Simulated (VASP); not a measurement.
# PbF2 (Fm-3m) in VASP: further runs

Runs on PbF2. Level: PBEsol. Tasks: single point.

All numbers are computed with VASP 6.6.1; they aren't measurements. Logs are shortened: lines on timing, memory, paths and dates and some standing lists are left out, and cuts for length are marked.

## Step 1: The cell of the first run

The structure is cubic, space group Fm-3m (No. 225). The conventional cell has a = 5.751 Å, b = 5.751 Å, c = 5.751 Å, α = 90.00°, β = 90.00°, γ = 90.00°. Pb (site symmetry m-3m) has 8 F at 2.49 Å within 3.3 Å. F (site symmetry -43m) has 4 Pb at 2.49 Å and 6 F at 2.88 Å within 3.3 Å.

## Step 2: Single point, PBEsol

Input file INCAR:

```
PREC = Accurate
ENCUT = 520
EDIFF = 1E-6
ISMEAR = 0
SIGMA = 0.01
LREAL = F
LASPH = T
NELM = 60
ALGO = Normal
ISIF = 2
LWAVE = F
LCHARG = T
GGA = PS
LELF = T
LVHAR = T
NBANDS = 21
```

Input file KPOINTS:

```
regular mesh
0
Gamma
  8 8 8
```

Input file POSCAR:

```
PbF2
1.0
    2.8752815980      2.8752815980      0.0000000000
   -2.8752815980      2.8752815980      0.0000000000
    0.0000000000      2.8752815980      2.8752815980
Pb F
1 2
Direct
    0.0000000000      0.0000000000      0.0000000000
    0.2500000000      0.7500000000      0.5000000000
    0.7500000000      0.2500000000      0.5000000000
```

Potentials or basis: VASP PAW PBE potentials, release 64 (Pb_d, F).

Run with:

```bash
cat potpaw_PBE.64/Pb_d/POTCAR potpaw_PBE.64/F/POTCAR > POTCAR
mpirun -np 1 vasp_std > vasp.out
```

OUTCAR:

```text
PREC = Accurate
   ENCUT = 520
   EDIFF = 1E-6
   ISMEAR = 0
   LREAL = F
   LASPH = T
   NELM = 60
   ISIF = 2
   GGA = PS

 ion  position               nearest neighbor table
   1  0.000  0.000  0.000-   3 2.49   2 2.49   2 2.49   3 2.49   2 2.49   3 2.49   3 2.49   2 2.49

   2  0.250  0.750  0.500-   1 2.49   1 2.49   1 2.49   1 2.49
   3  0.750  0.250  0.500-   1 2.49   1 2.49   1 2.49   1 2.49

  LATTYP: Found a face centered cubic cell.
 ALAT       =     5.7505631960

  Lattice vectors:

 A1 = (   0.0000000000,   2.8752815980,   2.8752815980)
 A2 = (   2.8752815980,   0.0000000000,   2.8752815980)
 A3 = (   2.8752815980,   2.8752815980,   0.0000000000)

Analysis of symmetry for initial positions (statically):
=====================================================================
 Subroutine PRICEL returns:
 Original cell was already a primitive cell.

 Routine SETGRP: Setting up the symmetry group for a
 face centered cubic supercell.

 Subroutine GETGRP returns: Found 48 space group operations
 (whereof 48 operations were pure point group operations)
 out of a pool of 48 trial point group operations.

The static configuration has the point symmetry O_h .

Analysis of symmetry for dynamics (positions and initial velocities):
=====================================================================
 Subroutine PRICEL returns:
 Original cell was already a primitive cell.

 Routine SETGRP: Setting up the symmetry group for a
 face centered cubic supercell.

 Subroutine GETGRP returns: Found 48 space group operations
 (whereof 48 operations were pure point group operations)
 out of a pool of 48 trial point group operations.

The dynamic configuration has the point symmetry O_h .

 Subroutine INISYM returns: Found 48 space group operations
 (whereof 48 operations are pure point group operations),
 and found     1 'primitive' translations

----------------------------------------------------------------------------------------

                                     Primitive cell

  volume of cell :      47.5413

  direct lattice vectors                    reciprocal lattice vectors
     2.875281598  2.875281598  0.000000000     0.173896011  0.173896011 -0.173896011
    -2.875281598  2.875281598  0.000000000    -0.173896011  0.173896011 -0.173896011
     0.000000000  2.875281598  2.875281598     0.000000000  0.000000000  0.347792022

  length of vectors
     4.066262232  4.066262232  4.066262232     0.301196726  0.301196726  0.347792022

  position of ions in fractional coordinates (direct lattice)
     0.000000000  0.000000000  0.000000000
     0.250000000  0.750000000  0.500000000
     0.750000000  0.250000000  0.500000000

  ion indices of the primitive-cell ions
   primitive index   ion index
                 1           1
                 2           2
                 3           3

----------------------------------------------------------------------------------------

 KPOINTS: regular mesh

Automatic generation of k-mesh.
 Grid dimensions read from file:
 generate k-points for:    8    8    8

 Generating k-lattice:

  Cartesian coordinates                     Fractional coordinates (reciprocal lattice)
     0.021737001  0.021737001 -0.021737001     0.125000000  0.000000000  0.000000000
    -0.021737001  0.021737001 -0.021737001     0.000000000  0.125000000  0.000000000
     0.000000000  0.000000000  0.043474003     0.000000000  0.000000000  0.125000000

  Length of vectors
     0.037649591  0.037649591  0.043474003

  Shift w.r.t. Gamma in fractional coordinates (k-lattice)
     0.000000000  0.000000000  0.000000000

 Subroutine IBZKPT returns following result:
 ===========================================

 Found     29 irreducible k-points:

 Following reciprocal coordinates:
            Coordinates               Weight
  0.000000  0.000000  0.000000      1.000000
  0.125000  0.000000  0.000000      8.000000
  0.250000  0.000000  0.000000      8.000000
  0.375000  0.000000  0.000000      8.000000
  0.500000  0.000000  0.000000      4.000000
  0.125000  0.125000  0.000000     12.000000
[... 16 lines left out ...]
  0.375000  0.250000  0.125000     48.000000
  0.500000  0.250000  0.125000     24.000000
 [... further k-points ...]
   k-points           NKPTS =     29   k-points in BZ     NKDIM =     29   number of bands    NBANDS=     21
   number of dos      NEDOS =    301   number of ions     NIONS =      3
   total plane-waves  NPLWV =  27000
   dimension x,y,z NGX =    30 NGY =   30 NGZ =   30
   dimension x,y,z NGXF=    60 NGYF=   60 NGZF=   60
   ions per type =               1   2
   NGX,Y,Z   is equivalent  to a cutoff of  12.27, 12.27, 12.27 a.u.
   NGXF,Y,Z  is equivalent  to a cutoff of  24.53, 24.53, 24.53 a.u.
 SYSTEM =  unknown system
   PREC   = accura    normal or accurate (medium, high low for compatibility)
   ISTART =      0    job   : 0-new  1-cont  2-samecut
   ICHARG =      2    charge: 1-file 2-atom 10-const
   ISPIN  =      1    spin polarized calculation?
   LNONCOLLINEAR =      F non collinear calculations
   LSORBIT =      F    spin-orbit coupling
   LASPH  =      T    aspherical Exc in radial PAW
   ENCUT  =  520.0 eV  38.22 Ry    6.18 a.u.   7.56  7.56  7.56*2*pi/ulx,y,z
   NELM   =     60;   NELMIN=  2; NELMDL= -5     # of ELM steps
   EDIFF  = 0.1E-05   stopping-criterion for ELM
   LREAL  =      F    real-space projection
   EDIFFG = 0.1E-04   stopping-criterion for IOM
   NSW    =      0    number of steps for IOM
   IBRION =     -1    ionic relax: 0-MD 1-quasi-New 2-CG
   NFREE  =      0    steps in history (QN), initial steepest desc. (CG)
   ISIF   =      2    stress and relaxation
   ISYM   =      2    0-nonsym 1-usesym 2-fastsym
   POTIM  = 0.5000    time-step for ionic-motion
   TEBEG  =    0.0;   TEEND  =   0.0 temperature during run
   PSTRESS=    0.0 pullay stress
   NELECT =      28.0000    total number of electrons
   NUPDOWN=      -1.0000    fix difference up-down
   EMIN   =  10.00;   EMAX   =-10.00  energy-range for DOS
   EFERMI =   0.00;   METHOD = LEGACY
   ISMEAR =     0;   SIGMA  =   0.01  broadening in eV -4-tet -1-fermi 0-gaus
   EFERMI_NEDOS =   21; number of points for ismear=-14 and -15
   IALGO  =     38    algorithm
   IMIX   =      4    mixing-type and parameters
     AMIX     =   0.40;   BMIX     =  1.00
     AMIX_MAG =   1.60;   BMIX_MAG =  1.00
  volume/ion in A,a.u.               =      15.85       106.94
  Fermi-wavevector in a.u.,A,eV,Ry     =   1.372262  2.593200 25.621182  1.883104
  Thomas-Fermi vector in A             =   2.497885
   LORBIT       =      0    0 simple, 1 ext, 2 COOP (PROOUT), +10 PAW based schemes
   GGA     = PS    functional components
   LHFCALC =     F    Hartree Fock is set to
   AEXX    =    0.0000 exact exchange contribution
   IVDW    =     0    specifies the selected vdW correction
   LEPSILON=     F    determine dielectric tensor
   LRPA    =     F    only Hartree local field effects (RPA)
 non-spin polarized calculation
 Gauss-broadening in eV      SIGMA  =   0.01
  energy-cutoff  :      520.00
  volume of cell :       47.54
 maximum number of plane-waves:      1303
   NGX = 15   NGY = 15   NGZ = 15

 number of electron      27.9999988 magnetization

 Free energy of the ion-electron system (eV)
  ---------------------------------------------------
  ext. energy  EPLUGINS =         0.00000000
  ---------------------------------------------------
  free energy    TOTEN  =       -14.85735179 eV

  energy without entropy =      -14.85735179  energy(sigma->0) =      -14.85735179

 E-fermi :   3.0255     XC(G=0): -10.1374

 val. band max:        2.9334708338   @ k =   0.5000   0.5000   0.2500
 cond. band min:       7.1942882847   @ k =   0.5000   0.5000   0.0000
 fundamental gap:      4.2608174509
 Fermi energy:         3.0254611238

 k-point     1 :       0.0000    0.0000    0.0000
  band No.  band energies     occupation
      1     -18.8582      2.00000
      2     -18.0335      2.00000
      3     -11.6032      2.00000
      4     -11.6032      2.00000
      5     -11.6032      2.00000
      6     -11.4879      2.00000
[... 13 lines left out ...]
     20      18.0602      0.00000
     21      20.7682      0.00000

 k-point     2 :       0.1250    0.0000    0.0000
  band No.  band energies     occupation
      1     -18.8188      2.00000
      2     -18.0713      2.00000
      3     -11.5934      2.00000
      4     -11.5934      2.00000
      5     -11.5544      2.00000
      6     -11.4882      2.00000
[... 13 lines left out ...]
     20      17.6432      0.00000
     21      20.1095      0.00000

 k-point     3 :       0.2500    0.0000    0.0000
  band No.  band energies     occupation
      1     -18.7142      2.00000
      2     -18.1664      2.00000
      3     -11.5754      2.00000
      4     -11.5754      2.00000
      5     -11.4826      2.00000
      6     -11.4826      2.00000
[... 13 lines left out ...]
     20      17.0687      0.00000
     21      18.8615      0.00000

 k-point     4 :       0.3750    0.0000    0.0000
  band No.  band energies     occupation
      1     -18.5795      2.00000
      2     -18.2861      2.00000
      3     -11.5682      2.00000
      4     -11.5682      2.00000
      5     -11.4658      2.00000
      6     -11.4658      2.00000
[... 13 lines left out ...]
     20      16.7491      0.00000
     21      17.9012      0.00000

 k-point     5 :       0.5000    0.0000    0.0000
  band No.  band energies     occupation
      1     -18.4808      2.00000
      2     -18.3770      2.00000
      3     -11.5679      2.00000
      4     -11.5679      2.00000
      5     -11.4560      2.00000
      6     -11.4560      2.00000
[... 13 lines left out ...]
     20      16.6634      0.00000
     21      17.5637      0.00000
[... 382 lines left out ...]
     20      19.3522      0.00000
     21      20.3208      0.00000

 k-point    22 :       0.2500    0.2500    0.1250
  band No.  band energies     occupation
      1     -18.6390      2.00000
      2     -18.2292      2.00000
      3     -11.5419      2.00000
      4     -11.5364      2.00000
      5     -11.5021      2.00000
      6     -11.4615      2.00000
[... 13 lines left out ...]
     20      18.6386      0.00000
     21      19.4284      0.00000

 k-point    23 :       0.3750    0.2500    0.1250
  band No.  band energies     occupation
      1     -18.5313      2.00000
      2     -18.3209      2.00000
      3     -11.5291      2.00000
      4     -11.5269      2.00000
      5     -11.4814      2.00000
      6     -11.4383      2.00000
[... 13 lines left out ...]
     20      19.2109      0.00000
     21      19.6246      0.00000

 k-point    24 :       0.5000    0.2500    0.1250
  band No.  band energies     occupation
      1     -18.4483      2.00000
      2     -18.3963      2.00000
      3     -11.5280      2.00000
      4     -11.5264      2.00000
      5     -11.4635      2.00000
      6     -11.4289      2.00000
[... 13 lines left out ...]
     20      19.4869      0.00000
     21      19.6926      0.00000

 [... further k-points ...]

------------------------ aborting loop because EDIFF is reached ----------------------------------------

  FORCE on cell =-STRESS in cart. coord.  units (eV):
  Direction    XX          YY          ZZ          XY          YZ          ZX
  --------------------------------------------------------------------------------------
  -------------------------------------------------------------------------------------
  Total        2.0132700      2.0132700      2.0132700     -0.0000000      0.0000000     -0.0000000
  in kB       67.8486871     67.8486871     67.8486871     -0.0000000      0.0000000     -0.0000000
  external PRESSURE =      67.8486871 kB  Pullay stress =       0.0000000 kB

 VOLUME and BASIS-vectors are now :
 -----------------------------------------------------------------------------
  energy-cutoff  :      520.00
  volume of cell :       47.54
      direct lattice vectors                 reciprocal lattice vectors
     2.875281598  2.875281598  0.000000000     0.173896011  0.173896011 -0.173896011
    -2.875281598  2.875281598  0.000000000    -0.173896011  0.173896011 -0.173896011
     0.000000000  2.875281598  2.875281598     0.000000000  0.000000000  0.347792022

 POSITION                                       TOTAL-FORCE (eV/Angst)
 -----------------------------------------------------------------------------------
      0.00000      0.00000      0.00000        -0.000000     -0.000000      0.000000
     -1.43764      4.31292      1.43764        -0.000000     -0.000000      0.000000
      1.43764      4.31292      1.43764         0.000000      0.000000      0.000000
 -----------------------------------------------------------------------------------
    total drift:                               -0.000000      0.000000     -0.000000

  FREE ENERGIE OF THE ION-ELECTRON SYSTEM (eV)
  ---------------------------------------------------
  free  energy   TOTEN  =       -14.8573517948 eV

  energy  without entropy=      -14.8573517948  energy(sigma->0) =      -14.85735179
```

It took 48 s on 1 thread of Intel Xeon 8259CL, shared host; peak memory 0.18 GiB.

Results:

```
Free energy            : -14.8574 eV
Pressure               : 6.8 GPa
Band gap on the k mesh : 4.26 eV (least direct gap 4.43 eV)
```

Caveat: the cell stands under pressure; the PAW data sets were made with another functional, which shifts forces and pressure a little; spin-orbit coupling is left out, which moves the levels of the heavy elements. A hybrid or GW would open this gap; PBEsol tends to underestimate it.

## Step 3: Single point, PBEsol

This run uses another cell than the first one, of 16.32 Å³/atom.

Input file INCAR:

```
PREC = Accurate ; ENCUT = 520
EDIFF = 1E-6 ; ISMEAR = 0
SIGMA = 0.01 ; LREAL = F
LASPH = T ; NELM = 80
ALGO = Normal ; ISIF = 2
LWAVE = F ; LCHARG = F
GGA = PS ; NBANDS = 21
```

Input file KPOINTS:

```
Automatic mesh
0
Gamma
  8 8 8
```

Input file POSCAR:

```
PbF2
1.0
    2.9037602326      2.9037602326      0.0000000000
   -2.9037602326      2.9037602326      0.0000000000
    0.0000000000      2.9037602326      2.9037602326
Pb F
1 2
Direct
    0.0000000000      0.0000000000      0.0000000000
    0.2500000000      0.7500000000      0.5000000000
    0.7500000000      0.2500000000      0.5000000000
```

Potentials or basis: VASP PAW PBE potentials, release 64 (Pb_d, F).

Run with:

```bash
cat potpaw_PBE.64/Pb_d/POTCAR potpaw_PBE.64/F/POTCAR > POTCAR
mpirun -np 1 vasp_std > vasp.out
```

Wall time 41 s (1 thread of Intel Xeon 8259CL, shared host); peak memory 0.18 GiB.

It converged, with:

```
Free energy            : -14.9070 eV
Pressure               : 3.8 GPa
Band gap on the k mesh : 4.28 eV (least direct gap 4.44 eV)
```

Levels at points of the mesh, in eV from the valence-band top:
```tsv
k point	band 10	band 11	band 12	band 13	band 14	band 15	band 16	band 17	band 18	band 19
(0.00, 0.00, 0.00)	-2.90	-2.90	-2.38	-2.38	-2.38	6.71	6.71	6.71	10.63	15.08
(0.50, 0.00, 0.00)	-3.17	-3.17	-2.55	-2.55	-0.06	4.90	7.76	7.76	13.15	13.70
(0.50, 0.50, 0.00)	-4.14	-1.92	-1.90	-1.90	-0.16	4.28	8.03	8.03	8.65	14.29
```

Caveat: the cell stands under pressure; the PAW data sets were made with another functional, which shifts forces and pressure a little; spin-orbit coupling is left out, which moves the levels of the heavy elements.
